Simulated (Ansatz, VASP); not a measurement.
## C in VASP and in Ansatz

Contents of INCAR:

```
ALGO     = Normal         # electronic algorithm
EDIFF    = 1E-7           # SCF threshold, eV
ENCUT    = 520            # plane-wave cutoff, eV
GGA      = PS             # functional
ISIF     = 2              # what is computed and relaxed
ISMEAR   = 0              # smearing method
LASPH    = T              # aspherical terms in the spheres
LCHARG   = F              # write CHGCAR
LREAL    = F              # projectors in reciprocal space
LWAVE    = F              # write WAVECAR
NBANDS   = 31             # bands
NELM     = 60             # most SCF steps
PREC     = Accurate       # precision mode
SIGMA    = 0.05           # smearing width, eV
```

File KPOINTS:

```
k-points
0
Gamma
  11 7 3
```

Contents of POSCAR:

```
C
1.0
   -2.1294220588     -1.2294315772      0.0088643343
    1.3950280734      0.0000000000     -3.6324024213
    4.1487384363     -9.6305473545      1.1915947493
C
10
Direct
    0.7777558694      0.1221826948      0.0666694635
    0.2110892027      0.1888493615      0.2666694635
   -0.3555774640      0.2555160281      0.4666694635
    0.0777558693      0.3221826948      0.6666694635
   -0.4889107973      0.3888493615      0.8666694635
   -0.0110892027     -0.5888493615      0.9333305365
    0.2555774640      0.1444839719      0.1333305365
    0.6889107973      0.2111506385      0.3333305365
    0.1222441306      0.2778173052      0.5333305365
   -0.4444225360      0.3444839719      0.7333305365
```

Input for Ansatz:

```yaml
crystal:
  lattice:
    - [-2.1294220588, -1.2294315772, 0.0088643343]
    - [1.3950280734, 0.0, -3.6324024213]
    - [4.1487384363, -9.6305473545, 1.1915947493]
  atoms:
    - { symbol: C, position: [0.7777558694, 0.1221826948, 0.0666694635] }
    - { symbol: C, position: [0.2110892027, 0.1888493615, 0.2666694635] }
    - { symbol: C, position: [-0.355577464, 0.2555160281, 0.4666694635] }
    - { symbol: C, position: [0.0777558693, 0.3221826948, 0.6666694635] }
    - { symbol: C, position: [-0.4889107973, 0.3888493615, 0.8666694635] }
    - { symbol: C, position: [-0.0110892027, -0.5888493615, 0.9333305365] }
    - { symbol: C, position: [0.255577464, 0.1444839719, 0.1333305365] }
    - { symbol: C, position: [0.6889107973, 0.2111506385, 0.3333305365] }
    - { symbol: C, position: [0.1222441306, 0.2778173052, 0.5333305365] }
    - { symbol: C, position: [-0.444422536, 0.3444839719, 0.7333305365] }
basis:
  ecutwfc: 420
kpoints:
  mp_grid: { grid: [11, 7, 3] }
hamiltonian:
  xc: pbesol
scf:
  occupations: { method: gaussian, width: 0.05 }
output:
  forces: true
  stress: true
  eigenvalues: true
```

Alike in both runs: task single point; functional PBEsol; k mesh 11 × 7 × 3; occupations gaussian, width 0.05 eV; no spin polarisation.

|  | VASP | Ansatz |
| --- | --- | --- |
| version | VASP 6.6.1 | Ansatz 0.2.0 |
| potentials or method | VASP PAW PBE potentials, release 64 (C), cutoff 520 eV | scalar-relativistic, plane waves, PAW |
| valence electrons in the cell | 40 | 40 |

Ansatz gave:

```
gap on the k mesh at the Fermi level (eV)                     : 0.24
least direct gap on the mesh (eV)                             : 0.30
pressure (GPa)                                                : -2.2
traceless stress, the component that is largest in VASP (GPa) : -6.55
rms of the force components (eV/Å)                            : 1.608
```

**Question.** Estimate VASP's values.

**Answer.** gap on the k mesh at the Fermi level (eV): 0.24; least direct gap on the mesh (eV): 0.30; pressure (GPa): -1.6; traceless stress, the component that is largest in VASP (GPa): -7.21; rms of the force components (eV/Å): 1.608.

VASP's potentials were made for PBE, not for PBEsol. Atom by atom the forces differ by 0.013 eV/Å (rms over components). The functional is the same, so the differences come from potentials, cutoffs and numerics.
